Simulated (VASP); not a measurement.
# Al3NiGe2Pd3 (P-62m) in VASP: settings compared

The runs below take Al3NiGe2Pd3 through single point, with revPBE, r2SCAN.

Program: VASP 6.6.1. These are calculated values, not measurements. Logs are shortened: lines on timing, memory, paths and dates and some standing lists are left out, and cuts for length are marked.

## (1) The cell of the first run

The structure is hexagonal, space group P-62m (No. 189). Conventional cell: a = 6.321 Å, b = 6.321 Å, c = 3.781 Å, α = 90.00°, β = 90.00°, γ = 120.00°. Within 3.1 Å of Al (site symmetry m2m) lie 2 Ni at 2.37 Å and 2 Al at 2.48 Å and 2 Ge at 2.51 Å and 6 Pd at 2.91 to 3.00 Å. Pd (site symmetry m2m) has 1 Ni at 2.55 Å and 4 Ge at 2.70 Å and 6 Al at 2.91 to 3.00 Å and 4 Pd at 3.33 Å within 3.4 Å. Ge (site symmetry -6) has 3 Al at 2.51 Å and 6 Pd at 2.70 Å within 3.3 Å. Within 3.1 Å of Ni (site symmetry -62m) lie 6 Al at 2.37 Å and 3 Pd at 2.55 Å.

## (2) Single point, revPBE

File INCAR:

```
SYSTEM = Al3NiGe2Pd3
ALGO = Normal
EDIFF = 1E-7
ENCUT = 520
GGA = RE
ISIF = 2
ISMEAR = -4
LASPH = .TRUE.
LCHARG = .TRUE.
LELF = .TRUE.
LREAL = .FALSE.
LVHAR = .TRUE.
LWAVE = .FALSE.
NBANDS = 48
NELM = 80
PREC = Accurate
SIGMA = 0.1
```

File KPOINTS:

```
k-points
0
G
  4 4 5
  0 0 0
```

File POSCAR:

```
Al3NiGe2Pd3
1.0
    3.1603600000      5.4739040000      0.0000000000
   -3.1603600000      5.4739040000      0.0000000000
    0.0000000000      0.0000000000      3.7811890000
Al Pd Ge Ni
3 3 2 1
Direct
    0.2268000000      0.7732000000      0.5000000000
    0.7732000000      0.0000000000      0.5000000000
    0.0000000000      0.2268000000      0.5000000000
    0.5963000000      0.4037000000      0.0000000000
    0.4037000000      0.0000000000      0.0000000000
    0.0000000000      0.5963000000      0.0000000000
    0.3333300000      0.3333400000      0.5000000000
    0.6666700000      0.6666600000      0.5000000000
    0.0000000000      0.0000000000      0.0000000000
```

Potentials or basis: VASP PAW PBE potentials, release 64 (Al, Pd, Ge_d, Ni).

On the command line:

```sh
> cat potpaw_PBE.64/Al/POTCAR potpaw_PBE.64/Pd/POTCAR potpaw_PBE.64/Ge_d/POTCAR potpaw_PBE.64/Ni/POTCAR > POTCAR
> mpirun -np 1 vasp_std > vasp.out
```

OUTCAR:

```text
SYSTEM = Al3NiGe2Pd3
   EDIFF = 1E-7
   ENCUT = 520
   GGA = RE
   ISIF = 2
   ISMEAR = -4
   LASPH = .TRUE.
   LREAL = .FALSE.
   NELM = 80
   PREC = Accurate

 ion  position               nearest neighbor table
   1  0.227  0.773  0.500-   9 2.37   9 2.37   2 2.48   3 2.48   7 2.51   8 2.51   5 2.91   5 2.91
                             6 2.91   6 2.91   4 3.00   4 3.00
   2  0.773  0.000  0.500-   9 2.37   9 2.37   3 2.48   1 2.48   8 2.51   7 2.51   4 2.91   4 2.91
                             6 2.91   6 2.91   5 3.00   5 3.00
   3  0.000  0.227  0.500-   9 2.37   9 2.37   2 2.48   1 2.48   8 2.51   7 2.51   4 2.91   4 2.91
                             5 2.91   5 2.91   6 3.00   6 3.00
   4  0.596  0.404  0.000-   9 2.55   8 2.70   8 2.70   7 2.70   7 2.70   2 2.91   3 2.91   3 2.91
                             2 2.91   1 3.00   1 3.00   5 3.33   6 3.33   5 3.33   6 3.33
   5  0.404  0.000  0.000-   9 2.55   7 2.70   7 2.70   8 2.70   8 2.70   1 2.91   1 2.91   3 2.91
                             3 2.91   2 3.00   2 3.00   4 3.33   4 3.33   6 3.33   6 3.33
   6  0.000  0.596  0.000-   9 2.55   7 2.70   7 2.70   8 2.70   8 2.70   1 2.91   1 2.91   2 2.91
                             2 2.91   3 3.00   3 3.00   4 3.33   4 3.33   5 3.33   5 3.33
   7  0.333  0.333  0.500-   1 2.51   3 2.51   2 2.51   6 2.70   6 2.70   4 2.70   4 2.70   5 2.70
                             5 2.70
   8  0.667  0.667  0.500-   3 2.51   1 2.51   2 2.51   4 2.70   4 2.70   6 2.70   6 2.70   5 2.70
                             5 2.70
   9  0.000  0.000  0.000-   2 2.37   3 2.37   2 2.37   3 2.37   1 2.37   1 2.37   6 2.55   5 2.55
                             4 2.55

  LATTYP: Found a hexagonal cell.
 ALAT       =     6.3207199219
 C/A-ratio  =     0.5982212543

  Lattice vectors:

 A1 = (   3.1603600000,  -5.4739040000,   0.0000000000)
 A2 = (   3.1603600000,   5.4739040000,   0.0000000000)
 A3 = (   0.0000000000,   0.0000000000,   3.7811890000)

Analysis of symmetry for initial positions (statically):
=====================================================================
 Subroutine PRICEL returns:
 Original cell was already a primitive cell.

 Routine SETGRP: Setting up the symmetry group for a
 hexagonal supercell.

 Subroutine GETGRP returns: Found  4 space group operations
 (whereof  4 operations were pure point group operations)
 out of a pool of 24 trial point group operations.

The static configuration has the point symmetry C_2v.

Analysis of symmetry for dynamics (positions and initial velocities):
=====================================================================
 Subroutine PRICEL returns:
 Original cell was already a primitive cell.

 Routine SETGRP: Setting up the symmetry group for a
 hexagonal supercell.

 Subroutine GETGRP returns: Found  4 space group operations
 (whereof  4 operations were pure point group operations)
 out of a pool of 24 trial point group operations.

The dynamic configuration has the point symmetry C_2v.

 Subroutine INISYM returns: Found  4 space group operations
 (whereof  4 operations are pure point group operations),
 and found     1 'primitive' translations

----------------------------------------------------------------------------------------

                                     Primitive cell

  volume of cell :     130.8254

  direct lattice vectors                    reciprocal lattice vectors
     3.160360000  5.473904000  0.000000000     0.158209824  0.091342486  0.000000000
    -3.160360000  5.473904000  0.000000000    -0.158209824  0.091342486  0.000000000
     0.000000000  0.000000000  3.781189000     0.000000000  0.000000000  0.264467076

  length of vectors
     6.320719922  6.320719922  3.781189000     0.182684970  0.182684970  0.264467076

  position of ions in fractional coordinates (direct lattice)
     0.226800000  0.773200000  0.500000000
     0.773200000  0.000000000  0.500000000
     0.000000000  0.226800000  0.500000000
     0.596300000  0.403700000  0.000000000
     0.403700000  0.000000000  0.000000000
     0.000000000  0.596300000  0.000000000
     0.333330000  0.333340000  0.500000000
     0.666670000  0.666660000  0.500000000
     0.000000000  0.000000000  0.000000000

  ion indices of the primitive-cell ions
   primitive index   ion index
                 1           1
                 2           2
                 3           3
                 4           4
                 5           5
                 6           6
                 7           7
                 8           8
                 9           9

----------------------------------------------------------------------------------------

 KPOINTS: k-points

Automatic generation of k-mesh.
 Grid dimensions read from file:
 generate k-points for:    4    4    5

 Generating k-lattice:

  Cartesian coordinates                     Fractional coordinates (reciprocal lattice)
     0.039552456  0.022835622  0.000000000     0.250000000  0.000000000  0.000000000
    -0.039552456  0.022835622  0.000000000     0.000000000  0.250000000  0.000000000
     0.000000000  0.000000000  0.052893415     0.000000000  0.000000000  0.200000000

  Length of vectors
     0.045671242  0.045671242  0.052893415

  Shift w.r.t. Gamma in fractional coordinates (k-lattice)
     0.000000000  0.000000000  0.000000000

 TETIRR: Found    194 inequivalent tetrahedra from      480

 Subroutine IBZKPT returns following result:
 ===========================================

 Found     21 irreducible k-points:

 Following reciprocal coordinates:
            Coordinates               Weight
  0.000000  0.000000  0.000000      1.000000
  0.250000 -0.000000  0.000000      4.000000
 -0.000000  0.250000  0.000000      2.000000
  0.500000 -0.000000  0.000000      2.000000
 -0.000000  0.500000  0.000000      1.000000
  0.500000  0.250000  0.000000      2.000000
[... 13 lines left out ...]
  0.500000  0.250000  0.400000      4.000000
  0.250000  0.500000  0.400000      8.000000
   k-points           NKPTS =     21   k-points in BZ     NKDIM =     21   number of bands    NBANDS=     48
   number of dos      NEDOS =    301   number of ions     NIONS =      9
   total plane-waves  NPLWV =  64512
   dimension x,y,z NGX =    48 NGY =   48 NGZ =   28
   dimension x,y,z NGXF=    96 NGYF=   96 NGZF=   56
   ions per type =               3   3   2   1
   NGX,Y,Z   is equivalent  to a cutoff of  12.62, 12.62, 12.31 a.u.
   NGXF,Y,Z  is equivalent  to a cutoff of  25.25, 25.25, 24.62 a.u.
 SYSTEM =  Al3NiGe2Pd3
   PREC   = accura    normal or accurate (medium, high low for compatibility)
   ISTART =      0    job   : 0-new  1-cont  2-samecut
   ICHARG =      2    charge: 1-file 2-atom 10-const
   ISPIN  =      1    spin polarized calculation?
   LNONCOLLINEAR =      F non collinear calculations
   LSORBIT =      F    spin-orbit coupling
   LASPH  =      T    aspherical Exc in radial PAW
   ENCUT  =  520.0 eV  38.22 Ry    6.18 a.u.  11.75 11.75  7.03*2*pi/ulx,y,z
   NELM   =     80;   NELMIN=  2; NELMDL= -5     # of ELM steps
   EDIFF  = 0.1E-06   stopping-criterion for ELM
   LREAL  =      F    real-space projection
   EDIFFG = 0.1E-05   stopping-criterion for IOM
   NSW    =      0    number of steps for IOM
   IBRION =     -1    ionic relax: 0-MD 1-quasi-New 2-CG
   NFREE  =      0    steps in history (QN), initial steepest desc. (CG)
   ISIF   =      2    stress and relaxation
   ISYM   =      2    0-nonsym 1-usesym 2-fastsym
   POTIM  = 0.5000    time-step for ionic-motion
   TEBEG  =    0.0;   TEEND  =   0.0 temperature during run
   PSTRESS=    0.0 pullay stress
   NELECT =      77.0000    total number of electrons
   NUPDOWN=      -1.0000    fix difference up-down
   EMIN   =  10.00;   EMAX   =-10.00  energy-range for DOS
   EFERMI =   0.00;   METHOD = LEGACY
   ISMEAR =    -4;   SIGMA  =   0.10  broadening in eV -4-tet -1-fermi 0-gaus
   EFERMI_NEDOS =   21; number of points for ismear=-14 and -15
   IALGO  =     38    algorithm
   IMIX   =      4    mixing-type and parameters
     AMIX     =   0.40;   BMIX     =  1.00
     AMIX_MAG =   1.60;   BMIX_MAG =  1.00
  volume/ion in A,a.u.               =      14.54        98.09
  Fermi-wavevector in a.u.,A,eV,Ry     =   1.371959  2.592626 25.609847  1.882271
  Thomas-Fermi vector in A             =   2.497609
   LORBIT       =      0    0 simple, 1 ext, 2 COOP (PROOUT), +10 PAW based schemes
   GGA     = RE    functional components
   LHFCALC =     F    Hartree Fock is set to
   AEXX    =    0.0000 exact exchange contribution
   IVDW    =     0    specifies the selected vdW correction
   LEPSILON=     F    determine dielectric tensor
   LRPA    =     F    only Hartree local field effects (RPA)
 non-spin polarized calculation
 Fermi weights with tetrahedron method witout Bloechl corrections
  energy-cutoff  :      520.00
  volume of cell :      130.83
 maximum number of plane-waves:      3537
 NGX is ok and might be reduce to    48
   NGX = 23   NGY = 23   NGZ = 15

 number of electron      76.9999990 magnetization

 Free energy of the ion-electron system (eV)
  ---------------------------------------------------
  ext. energy  EPLUGINS =         0.00000000
  ---------------------------------------------------
  free energy    TOTEN  =       -39.78797713 eV

  energy without entropy =      -39.78797713  energy(sigma->0) =      -39.78797713

 E-fermi :   9.6541     XC(G=0): -11.9608

 val. band max:        9.8968365127   @ k =   0.5000   0.2500   0.0000
 cond. band min:       9.7447397890   @ k =  -0.0000   0.5000   0.4000
 fundamental gap:     -0.1520967237
 Fermi energy:         9.6540790558

 k-point     1 :       0.0000    0.0000    0.0000
  band No.  band energies     occupation
      1     -15.1838      2.00000
      2     -15.1746      2.00000
      3     -15.1730      2.00000
      4     -15.1730      2.00000
      5     -15.1703      2.00000
      6     -15.1702      2.00000
[... 40 lines left out ...]
     47      15.3007      0.00000
     48      15.4944      0.00000

 k-point     2 :       0.2500   -0.0000    0.0000
  band No.  band energies     occupation
      1     -15.1831      2.00000
      2     -15.1776      2.00000
      3     -15.1750      2.00000
      4     -15.1722      2.00000
      5     -15.1698      2.00000
      6     -15.1698      2.00000
[... 40 lines left out ...]
     47      14.7310      0.00000
     48      14.9761      0.00000

 k-point     3 :      -0.0000    0.2500    0.0000
  band No.  band energies     occupation
      1     -15.1831      2.00000
      2     -15.1777      2.00000
      3     -15.1750      2.00000
      4     -15.1722      2.00000
      5     -15.1698      2.00000
      6     -15.1698      2.00000
[... 40 lines left out ...]
     47      14.7311      0.00000
     48      14.9761      0.00000

 k-point     4 :       0.5000   -0.0000    0.0000
  band No.  band energies     occupation
      1     -15.1817      2.00000
      2     -15.1803      2.00000
      3     -15.1763      2.00000
      4     -15.1721      2.00000
      5     -15.1691      2.00000
      6     -15.1691      2.00000
[... 805 lines left out ...]
     47      14.7292      0.00000
     48      14.7733      0.00000

 k-point    20 :       0.5000    0.2500    0.4000
  band No.  band energies     occupation
      1     -15.1767      2.00000
      2     -15.1744      2.00000
      3     -15.1736      2.00000
      4     -15.1732      2.00000
      5     -15.1714      2.00000
      6     -15.1696      2.00000
[... 40 lines left out ...]
     47      13.6869      0.00000
     48      14.3713      0.00000

 k-point    21 :       0.2500    0.5000    0.4000
  band No.  band energies     occupation
      1     -15.1767      2.00000
      2     -15.1744      2.00000
      3     -15.1736      2.00000
      4     -15.1732      2.00000
      5     -15.1714      2.00000
      6     -15.1696      2.00000
[... 40 lines left out ...]
     47      13.6867      0.00000
     48      14.3714      0.00000

------------------------ aborting loop because EDIFF is reached ----------------------------------------

  FORCE on cell =-STRESS in cart. coord.  units (eV):
  Direction    XX          YY          ZZ          XY          YZ          ZX
  --------------------------------------------------------------------------------------
  -------------------------------------------------------------------------------------
  Total       13.6661504     13.6661852      3.8874386      0.0000305      0.0000000      0.0000000
  in kB      167.3650082    167.3654345     47.6082276      0.0003740      0.0000000      0.0000000
  external PRESSURE =     127.4462235 kB  Pullay stress =       0.0000000 kB

 VOLUME and BASIS-vectors are now :
 -----------------------------------------------------------------------------
  energy-cutoff  :      520.00
  volume of cell :      130.83
      direct lattice vectors                 reciprocal lattice vectors
     3.160360000  5.473904000  0.000000000     0.158209824  0.091342486  0.000000000
    -3.160360000  5.473904000  0.000000000    -0.158209824  0.091342486  0.000000000
     0.000000000  0.000000000  3.781189000     0.000000000  0.000000000  0.264467076

 POSITION                                       TOTAL-FORCE (eV/Angst)
 -----------------------------------------------------------------------------------
     -1.72682      5.47390      1.89059         1.593455      0.000408      0.000000
      2.44359      4.23242      1.89059        -0.796558     -1.379679      0.000000
     -0.71677      1.24148      1.89059        -0.796374      1.380177      0.000000
      0.60869      5.47390      0.00000        -0.494329     -0.000429      0.000000
      1.27584      2.20982      0.00000         0.247960      0.429479      0.000000
     -1.88452      3.26409      0.00000         0.246793     -0.428316      0.000000
     -0.00003      3.64929      1.89059        -0.000522     -0.000832      0.000000
      0.00003      7.29852      1.89059        -0.000459     -0.000868      0.000000
      0.00000      0.00000      0.00000         0.000034      0.000059      0.000000
 -----------------------------------------------------------------------------------
    total drift:                               -0.000013     -0.000037      0.000000

  FREE ENERGIE OF THE ION-ELECTRON SYSTEM (eV)
  ---------------------------------------------------
  free  energy   TOTEN  =       -39.7879771303 eV

  energy  without entropy=      -39.7879771303  energy(sigma->0) =      -39.78797713
```

Run time: 3.3 min. Hardware: 1 thread of AMD EPYC 7R13 (Zen 3), shared host; peak memory 0.29 GiB.

Results:

* Free energy: -39.7880 eV
* Pressure: 12.7 GPa
* Largest force: 1.593 eV/Å

Forces on the atoms (eV/Å):
```
Al   1.593  0.000  0.000
Al  -0.797 -1.380  0.000
Al  -0.796  1.380  0.000
Pd  -0.494  0.000  0.000
Pd   0.248  0.429  0.000
Pd   0.247 -0.428  0.000
Ge  -0.001 -0.001  0.000
Ge   0.000 -0.001  0.000
Ni   0.000  0.000  0.000
```

Levels at points of the mesh, in eV from the Fermi level:
| k point | band 35 | band 36 | band 37 | band 38 | band 39 | band 40 | band 41 | band 42 | band 43 | band 44 |
| --- | --- | --- | --- | --- | --- | --- | --- | --- | --- | --- |
| (0.00, 0.00, 0.00) | -1.50 | -1.14 | -1.14 | -0.93 | 2.28 | 2.28 | 2.72 | 3.10 | 4.53 | 4.76 |
| (0.50, 0.00, 0.00) | -1.19 | -1.08 | -0.75 | 0.01 | 0.60 | 0.86 | 1.04 | 2.71 | 2.95 | 3.87 |
| (0.00, 0.50, 0.00) | -1.19 | -1.08 | -0.75 | 0.01 | 0.60 | 0.86 | 1.04 | 2.71 | 2.95 | 3.87 |

Caveat: the PAW data sets were made with another functional, which shifts forces and pressure a little. Spin polarisation is off, so any magnetic state and its effect on volume and gap are missing.

## (3) Single point, r2SCAN

POSCAR is that of step 2.

File INCAR.step1:

```
  ALGO = Normal
  EDIFF = 1E-4
  ENCUT = 520
  GGA = PE
  ISMEAR = -1
  LASPH = T
  LCHARG = F
  LREAL = F
  LWAVE = T
  NBANDS = 48
  NELM = 100
  PREC = Accurate
  SIGMA = 0.039
```

File INCAR.step2:

```
  ALGO = Normal
  EDIFF = 1E-6
  ENCUT = 520
  ISIF = 2
  ISMEAR = -1
  ISTART = 1
  LASPH = T
  LCHARG = F
  LMIXTAU = T
  LREAL = F
  LWAVE = F
  METAGGA = R2SCAN
  NBANDS = 48
  NELM = 100
  PREC = Accurate
  SIGMA = 0.039
```

File KPOINTS:

```
k-points
0
Gamma
  4 4 5
```

Potentials or basis: VASP PAW PBE potentials, release 64 (Al, Pd, Ge_d, Ni).

On the command line:

```sh
> cat potpaw_PBE.64/Al/POTCAR potpaw_PBE.64/Pd/POTCAR potpaw_PBE.64/Ge_d/POTCAR potpaw_PBE.64/Ni/POTCAR > POTCAR
> cp INCAR.step1 INCAR
> mpirun -np 1 vasp_std > vasp.out
> cp INCAR.step2 INCAR
> mpirun -np 1 vasp_std > vasp.out
```

Wall time 11 min (1 thread of AMD EPYC 7R13 (Zen 3), shared host); peak memory 0.31 GiB.

The run converged. Its results:

```yaml
Free_energy: -130.3756 eV
Pressure: 6.7 GPa
Largest_force: 1.504 eV/Å
```

Forces on the atoms (eV/Å):
```
Al   1.504  0.000  0.000
Al  -0.752 -1.303  0.000
Al  -0.752  1.302  0.000
Pd  -0.434  0.000  0.000
Pd   0.217  0.376  0.000
Pd   0.217 -0.376  0.000
Ge   0.000  0.000  0.000
Ge   0.000  0.000  0.000
Ni   0.000  0.000  0.000
```

Stress tensor (GPa, compression positive):
```
10.63  0.00  0.00
 0.00 10.63  0.00
 0.00  0.00 -1.27
```

Levels at points of the mesh, in eV from the Fermi level:
```tsv
k point	band 35	band 36	band 37	band 38	band 39	band 40	band 41	band 42	band 43	band 44
(0.00, 0.00, 0.00)	-1.69	-1.20	-1.20	-0.99	2.33	2.33	2.77	3.34	4.87	4.93
(0.50, 0.00, 0.00)	-1.26	-1.19	-0.82	-0.02	0.61	0.84	1.00	2.92	3.00	4.10
(0.00, 0.50, 0.00)	-1.26	-1.19	-0.82	-0.02	0.61	0.84	1.00	2.92	3.00	4.10
```

Caveat: the PAW data sets were made with another functional, which shifts forces and pressure a little. Spin polarisation is off, so any magnetic state and its effect on volume and gap are missing.
